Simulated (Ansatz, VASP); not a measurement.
**TaSi2: VASP beside Ansatz**

File INCAR:

```
SYSTEM = TaSi2
ALGO     = Normal         ! electronic algorithm
EDIFF    = 1E-7           ! SCF threshold, eV
ENCUT    = 520            ! plane-wave cutoff, eV
GGA      = PS             ! functional
ISIF     = 2              ! what is computed and relaxed
ISMEAR   = 0              ! smearing method
LASPH    = .TRUE.         ! aspherical terms in the spheres
LCHARG   = .TRUE.         ! write CHGCAR
LELF     = .TRUE.         ! ELF
LREAL    = .FALSE.        ! projectors in reciprocal space
LVHAR    = .TRUE.       
LWAVE    = .FALSE.        ! write WAVECAR
NBANDS   = 38             ! bands
NELM     = 60             ! most SCF steps
PREC     = Accurate       ! precision mode
SIGMA    = 0.15           ! smearing width, eV
```

Contents of KPOINTS:

```
k-points
0
G
  9 9 6
  0 0 0
```

Contents of POSCAR:

```
TaSi2
1.0
    4.7613605622      0.0000000000      0.0000000000
   -2.3806802811      4.1234592035      0.0000000000
    0.0000000000      0.0000000000      6.5581204410
Ta Si
3 6
Direct
    0.4550548636      0.0000000000      0.0000000000
    0.5000000000      0.5000000000      0.6666666667
    0.0000000000      0.5000000000      0.3333333333
    0.1592624125      0.3185248251      0.0000000000
    0.8407375875      0.1592624125      0.6666666667
    0.6814751749      0.8407375875      0.3333333333
    0.8407375875      0.6814751749      0.0000000000
    0.1592624125      0.8407375875      0.6666666667
    0.3185248251      0.1592624125      0.3333333333
```

Input for Ansatz:

```yaml
crystal:
  lattice:
    - [4.7613605622, 0.0, 0.0]
    - [-2.3806802811, 4.1234592035, 0.0]
    - [0.0, 0.0, 6.558120441]
  atoms:
    - { symbol: Ta, position: [0.4550548636, 0.0, 0.0] }
    - { symbol: Ta, position: [0.5, 0.5, 0.6666666667] }
    - { symbol: Ta, position: [0.0, 0.5, 0.3333333333] }
    - { symbol: Si, position: [0.1592624125, 0.3185248251, 0.0] }
    - { symbol: Si, position: [0.8407375875, 0.1592624125, 0.6666666667] }
    - { symbol: Si, position: [0.6814751749, 0.8407375875, 0.3333333333] }
    - { symbol: Si, position: [0.8407375875, 0.6814751749, 0.0] }
    - { symbol: Si, position: [0.1592624125, 0.8407375875, 0.6666666667] }
    - { symbol: Si, position: [0.3185248251, 0.1592624125, 0.3333333333] }
basis:
  ecutwfc: 420
kpoints:
  mp_grid: { grid: [9, 9, 6] }
hamiltonian:
  xc: pbesol
  pseudopotentials: { kind: paw, azcp: { folder: soft_1 } }
scf:
  occupations: { method: gaussian, width: 0.15 }
output:
  forces: true
  stress: true
  eigenvalues: true
```

Alike in both runs: task single point; functional PBEsol; k mesh 9 × 9 × 6; occupations gaussian, width 0.15 eV; no spin polarisation.

|  | VASP | Ansatz |
| --- | --- | --- |
| version | VASP 6.6.1 | Ansatz 0.2.0 |
| potentials or method | VASP PAW PBE potentials, release 64 (Ta_pv, Si), cutoff 520 eV | scalar-relativistic, plane waves, PAW |
| valence electrons in the cell | 57 | 63 |

Ansatz gave:

```
gap on the k mesh at the Fermi level (eV)                     : none
pressure (GPa)                                                : 1.6
traceless stress, the component that is largest in VASP (GPa) : 1.58
rms of the force components (eV/Å)                            : 0.877
```

Question: Which values does VASP return?

Answer: gap on the k mesh at the Fermi level (eV): none; pressure (GPa): 1.8; traceless stress, the component that is largest in VASP (GPa): 1.58; rms of the force components (eV/Å): 0.880.

VASP's potentials were made for PBE, not for PBEsol, and Ansatz warns of the same on its side. Atom by atom the forces differ by 0.003 eV/Å (rms over components). A gap of «none» marks a metal or a gap that the smearing closes. VASP's potentials hold 57 valence electrons a cell and Ansatz's 63, so a difference there can come from the potentials and not from the codes.

Spin-orbit coupling is off throughout.
